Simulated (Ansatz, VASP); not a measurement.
## Cu in VASP and in Ansatz

File INCAR:

```
PREC = Accurate
ENCUT = 520
EDIFF = 1E-7
ISMEAR = 0
SIGMA = 0.15
LREAL = False
LASPH = True
NELM = 100
ALGO = Fast
ISIF = 2
LWAVE = False
LCHARG = True
GGA = PS
LELF = True
LVHAR = True
NBANDS = 12
```

File KPOINTS:

```
Automatic mesh
0
Gamma
  24 24 24
```

Contents of POSCAR:

```
Cu
1.0
   -0.3917108446      1.6343797309      1.6343797309
    1.6343797309     -0.3917108446      1.6343797309
    1.6343797309      1.6343797309     -0.3917108446
Cu
1
Direct
    0.0000000000      0.0000000000      0.0000000000
```

Input for Ansatz:

```yaml
crystal:
  lattice:
    - [-0.3917108446, 1.6343797309, 1.6343797309]
    - [1.6343797309, -0.3917108446, 1.6343797309]
    - [1.6343797309, 1.6343797309, -0.3917108446]
  atoms:
    - { symbol: Cu, position: [0.0, 0.0, 0.0] }
basis:
  ecutwfc: 420
kpoints:
  mp_grid: { grid: [24, 24, 24] }
hamiltonian:
  xc: pbesol
scf:
  occupations: { method: gaussian, width: 0.15 }
output:
  forces: true
  stress: true
  eigenvalues: true
```

Alike in both runs: task single point; functional PBEsol; k mesh 24 × 24 × 24; occupations gaussian, width 0.15 eV; no spin polarisation.

```csv
,VASP,Ansatz
version,VASP 6.6.1,Ansatz 0.2.0
potentials or method,"VASP PAW PBE potentials, release 64 (Cu), cutoff 520 eV","scalar-relativistic, plane waves, PAW"
valence electrons in the cell,11,19
```

Ansatz gave:

- gap on the k mesh at the Fermi level (eV): none
- pressure (GPa): 6.1
- traceless stress, the component that is largest in VASP (GPa): 8.90

What did VASP give for the same quantities?

gap on the k mesh at the Fermi level (eV): none; pressure (GPa): 6.7; traceless stress, the component that is largest in VASP (GPa): 8.86.

VASP's potentials were made for PBE, not for PBEsol. A gap of «none» marks a metal or a gap that the smearing closes. VASP's potentials hold 11 valence electrons a cell and Ansatz's 19, so a difference there can come from the potentials and not from the codes.
